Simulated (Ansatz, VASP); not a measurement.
## Two plane-wave programs on Mg2NiSe3

```
Mg Ni Se
1.0
     3.83319    0.00000    0.00000
    -1.91660    3.31964    0.00000
     0.00000    0.00000   18.11139
Mg Ni Se
4 2 6
Direct
  0.00000 0.00000 0.58945
  0.00000 0.00000 0.23157
  0.00000 0.00000 0.76843
  0.00000 0.00000 0.41055
  0.00000 0.00000 0.07293
  0.00000 0.00000 0.92707
  0.33333 0.66667 0.67908
  0.33333 0.66667 0.00000
  0.33333 0.66667 0.32092
  0.66667 0.33333 0.85923
  0.66667 0.33333 0.14077
  0.66667 0.33333 0.50000
```

Alike in both runs: task single point; functional PBE; k mesh 6 × 6 × 1; occupations gaussian, width 0.1 eV; collinear spin.

|  | VASP | Ansatz |
| --- | --- | --- |
| version | VASP 6.6.1 | Ansatz 0.2.0 |
| potentials or method | VASP PAW PBE potentials, release 64 (Mg, Ni, Se), cutoff 520 eV | scalar-relativistic, plane waves, PAW |
| valence electrons in the cell | 64 | 172 |

Ansatz gave:

```
gap on the k mesh at the Fermi level (eV)                     : 0.30
least direct gap on the mesh (eV)                             : 0.46
pressure (GPa)                                                : 0.0
traceless stress, the component that is largest in VASP (GPa) : -0.09
rms of the force components (eV/Å)                            : 0.009
net moment per atom (μB)                                      : 0.00
size of the moment on the site where the two differ most (μB) : 0.82
```

Problem. Which values does VASP return?

Solution. gap on the k mesh at the Fermi level (eV): 0.27; least direct gap on the mesh (eV): 0.43; pressure (GPa): -0.1; traceless stress, the component that is largest in VASP (GPa): -0.14; rms of the force components (eV/Å): 0.012; net moment per atom (μB): 0.00; size of the moment on the site where the two differ most (μB): 0.78.

Site moments also hang on the region over which each program counts them. Atom by atom the forces differ by 0.004 eV/Å (rms over components). The functional is the same, so the differences come from potentials, cutoffs and numerics. VASP's potentials hold 64 valence electrons a cell and Ansatz's 172, so a difference there can come from the potentials and not from the codes.
